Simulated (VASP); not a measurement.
A run of VASP 6.6.1:

INCAR

```
ALGO = Normal
EDIFF = 1E-7
EDIFFG = -0.002
ENCUT = 600
GGA_COMPAT = False
IBRION = 2
ISIF = 3
ISMEAR = 0
LASPH = True
LCHARG = False
LREAL = False
LWAVE = False
NELM = 120
NELMIN = 4
NSW = 100
PREC = Accurate
PSTRESS = 20.0
SIGMA = 0.01
```

Contents of KPOINTS:

```
k-points
0
Gamma
  6 6 6
```

The input POSCAR:

```
CaF2
1.0
    0.0000000000      2.6630867131      2.6630867131
    2.6630867131      0.0000000000      2.6630867131
    2.6630867131      2.6630867131      0.0000000000
Ca F
1 2
Direct
    0.0000000000      0.0000000000      0.0000000000
    0.2500000000      0.2500000000      0.2500000000
    0.7500000000      0.7500000000      0.7500000000
```

Potentials or basis: VASP PAW LDA potentials, release 64 (Ca_sv, F).

Launch:

```sh
$ cat potpaw_LDA.64/Ca_sv/POTCAR potpaw_LDA.64/F/POTCAR > POTCAR
$ mpirun -np 1 vasp_std > vasp.out
```

Hardware: 1 thread of Intel Xeon 8259CL, on a shared host.

Estimate the wall time of this run.

Run time: 30 s on 1 thread of Intel Xeon 8259CL, on a shared host, peak memory 0.16 GiB. Counts: scf iterations 29, k points 16, ion steps 3.
